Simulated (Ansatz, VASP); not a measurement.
Two plane-wave programs on Fe

```
Fe
1.0
     2.42893    0.00000    0.00000
    -1.21447    2.10352    0.00000
     0.00000    0.00000    3.84164
Fe
2
Direct
  0.33333 0.66667 0.25000
  0.66667 0.33333 0.75000
```

Alike in both runs: functional PBEsol; k mesh 18 × 18 × 12; occupations gaussian, width 0.1 eV; no spin polarisation.

Ansatz relaxed the structure, and its values are those at the end. VASP's run is a single point on that final structure, the one shown.

|  | VASP | Ansatz |
| --- | --- | --- |
| version | VASP 6.6.1 | Ansatz 0.2.0 |
| potentials or method | VASP PAW PBE potentials, release 64 (Fe), cutoff 520 eV | scalar-relativistic, plane waves, PAW |
| valence electrons in the cell | 16 | 32 |

Ansatz gave:

```
gap on the k mesh at the Fermi level (eV) : none
pressure (GPa)                            : 0.0
```

Q: Estimate VASP's values.

A: gap on the k mesh at the Fermi level (eV): none; pressure (GPa): -0.4.

VASP's potentials were made for PBE, not for PBEsol. A gap of «none» marks a metal or a gap that the smearing closes. The functional is the same, so the differences come from potentials, cutoffs and numerics. VASP's potentials hold 16 valence electrons a cell and Ansatz's 32, so a difference there can come from the potentials and not from the codes.
